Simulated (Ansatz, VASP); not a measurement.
# HfSeS4 in VASP and in Ansatz

The input INCAR:

```
PREC = Accurate ; ENCUT = 600
EDIFF = 1E-6 ; ISMEAR = 0
SIGMA = 0.1 ; LREAL = False
LASPH = True ; NELM = 60
ALGO = Normal ; ISIF = 3
LWAVE = False ; LCHARG = False
GGA = PE ; IBRION = 2
NSW = 90 ; EDIFFG = -0.04
```

Contents of KPOINTS:

```
Automatic mesh
0
Gamma
  4 4 4
```

File POSCAR:

```
HfSeS4
1.0
    0.0000000000      4.1586190500      4.1586190500
    4.1586190500      0.0000000000      4.1586190500
    4.1586190500      4.1586190500      0.0000000000
Hf Se S
1 1 4
Direct
    0.0000000000      0.0000000000      0.0000000000
    0.5000000000      0.5000000000      0.5000000000
    0.1927543900      0.6024152000      0.6024152000
    0.6024152000      0.6024152000      0.6024152000
    0.6024152000      0.1927543900      0.6024152000
    0.6024152000      0.6024152000      0.1927543900
```

Input for Ansatz:

```yaml
crystal:
  lattice:
    - [0.0, 4.15861905, 4.15861905]
    - [4.15861905, 0.0, 4.15861905]
    - [4.15861905, 4.15861905, 0.0]
  atoms:
    - { symbol: Hf, position: [0.0, 0.0, 0.0] }
    - { symbol: Se, position: [0.5, 0.5, 0.5] }
    - { symbol: S, position: [0.19275439, 0.6024152, 0.6024152] }
    - { symbol: S, position: [0.6024152, 0.6024152, 0.6024152] }
    - { symbol: S, position: [0.6024152, 0.19275439, 0.6024152] }
    - { symbol: S, position: [0.6024152, 0.6024152, 0.19275439] }
basis:
  ecutwfc: 420
kpoints:
  mp_grid: { grid: [4, 4, 4] }
hamiltonian:
  xc: pbe
scf:
  occupations: { method: gaussian, width: 0.1 }
  lower_state_search: "off"
output:
  forces: true
  stress: true
  eigenvalues: true
relax:
  adjacent_minimum: "off"
  f_tol: 0.04
  max_steps: 70
  cell: { stress_tol: 0.4 }
```

Change from the starting cell: species swapped into the RbBH4 type (F-43m, No. 216).

Alike in both runs: task relaxation of cell and atoms; functional PBE; k mesh 4 × 4 × 4; occupations gaussian, width 0.1 eV; no spin polarisation.

|  | VASP | Ansatz |
| --- | --- | --- |
| version | VASP 6.6.1 | Ansatz 0.2.0 |
| potentials or method | VASP PAW PBE potentials, release 64 (Hf_pv, Se, S), cutoff 600 eV | scalar-relativistic, plane waves, PAW |
| valence electrons in the cell | 40 | 66 |

VASP gave:

- gap on the k mesh at the Fermi level, each at its own relaxed structure (eV): none
- relaxed volume (Å³/atom): 32.62
- relaxed cell length with the largest relative difference (Å): 6.517

**Question.** What did Ansatz give for the same quantities?

**Answer.** gap on the k mesh at the Fermi level, each at its own relaxed structure (eV): none; relaxed volume (Å³/atom): 29.99; relaxed cell length with the largest relative difference (Å): 6.337.

A gap of «none» marks a metal or a gap that the smearing closes. One of these differences is far larger than is usual between the two programs; its cause wasn't traced. VASP's potentials hold 40 valence electrons a cell and Ansatz's 66, so a difference there can come from the potentials and not from the codes.

Spin-orbit coupling is off throughout. Noted on VASP's run: the volume moved by over 15 % at a fixed basis, so the end points are rough.
